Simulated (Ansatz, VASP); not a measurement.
This is a calculation of As for Ansatz 0.2.0.

Contents of input.yaml:

```yaml
crystal:
  lattice:
    - [1.9176846343, 1.1071757398, 3.5829826684]
    - [-1.9176846343, 1.1071757398, 3.5829826684]
    - [0.0, -2.2143514796, 3.5829826684]
  atoms:
    - { symbol: As, position: [0.226, 0.226, 0.226] }
    - { symbol: As, position: [0.774, 0.774, 0.774] }
kpoints:
  mp_grid: { grid: [9, 9, 9] }
scf:
  occupations: { method: fermi_dirac, width: 0.1 }
hamiltonian:
  xc: pbesol
  pseudopotentials:
    kind: all_electron
    lapw: { basis_error: 0.001 }
    dirac_shells: { As: ["3p"] }
output:
  forces: true
  stress: true
  eigenvalues: true
```

Potentials or basis: all-electron LAPW, inner shells corrected to Dirac's equation.

The run is started by

```bash
$ ansatz run input.yaml --threads 1 --pin off --max-ram 2560MiB --backend cpu --events-out ev --progress --plain --runs-dir out
```

Task: Translate it to VASP 6.6.1. Potentials there: VASP PAW PBE potentials, release 64 (As).

Result: As run (the cutoff follows the program's own potentials):

INCAR

```
PREC = Accurate ; ENCUT = 520
EDIFF = 1E-7 ; ISMEAR = -1
SIGMA = 0.1 ; LREAL = False
LASPH = True ; NELM = 80
ALGO = Normal ; ISIF = 2
LWAVE = False ; LCHARG = False
GGA = PS ; NBANDS = 12
```

Contents of KPOINTS:

```
Automatic mesh
0
Gamma
  9 9 9
```

POSCAR

```
As
1.0
    1.9176846343      1.1071757398      3.5829826684
   -1.9176846343      1.1071757398      3.5829826684
    0.0000000000     -2.2143514796      3.5829826684
As
2
Direct
    0.2260000000      0.2260000000      0.2260000000
    0.7740000000      0.7740000000      0.7740000000
```

Potentials or basis: VASP PAW PBE potentials, release 64 (As).

Launch:

```console
$ cat potpaw_PBE.64/As/POTCAR > POTCAR
$ mpirun -np 1 vasp_std > vasp.out
```

Both were run:

|  | VASP | Ansatz | Ansatz less VASP |
| --- | --- | --- | --- |
| gap on the k mesh at the Fermi level (eV) | none | none | - |
| pressure (GPa) | -3.4 | -3.7 | -0.29 |
| traceless stress, the component that is largest in VASP (GPa) | 0.43 | 0.53 | +0.095 |
| rms of the force components (eV/Å) | 0.028 | 0.005 | -0.0230 |

VASP's potentials were made for PBE, not for PBEsol. Atom by atom the forces differ by 0.032 eV/Å (rms over components). A gap of «none» marks a metal or a gap that the smearing closes. Ansatz ran all-electron here, and VASP with PAW potentials.
